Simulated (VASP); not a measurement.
Runs of VASP 6.6.1 on TiAl. The structure is that of space group P-6m2 (No. 187), or close to it. The cells are those of the table. 

```csv
fixed moment (μB),cell,pressure (GPa),moment (μB)
0.875,"a = 2.885, b = 2.885, c = 4.680 Å, angles 90.0, 90.0, 120.0°, 2 atoms",-3.5,0.88
0.875,"a = 2.809, b = 2.809, c = 4.557 Å, angles 90.0, 90.0, 120.0°, 2 atoms",(a),0.88
0.375,"a = 2.885, b = 2.885, c = 4.680 Å, angles 90.0, 90.0, 120.0°, 2 atoms",-4.0,0.38
0.75,"a = 2.848, b = 2.848, c = 4.619 Å, angles 90.0, 90.0, 120.0°, 2 atoms",0.5,0.75
```

Alike in all rows: task single point; level PBEsol; potentials or basis VASP PAW PBE potentials, release 64 (Ti_sv, Al); spin collinear; k mesh 21 × 21 × 12; cutoff (eV) 520; smearing gaussian 0.15 eV.

Question: Estimate the missing entries.

Answer: (a) 5.7.

Caveats: the PAW data sets were made with another functional, which shifts forces and pressure a little; the total moment is fixed, so each spin has its own Fermi level and the state may be an excited one; the cell stands under tension (at least some runs); the cell stands under pressure (at least some runs).
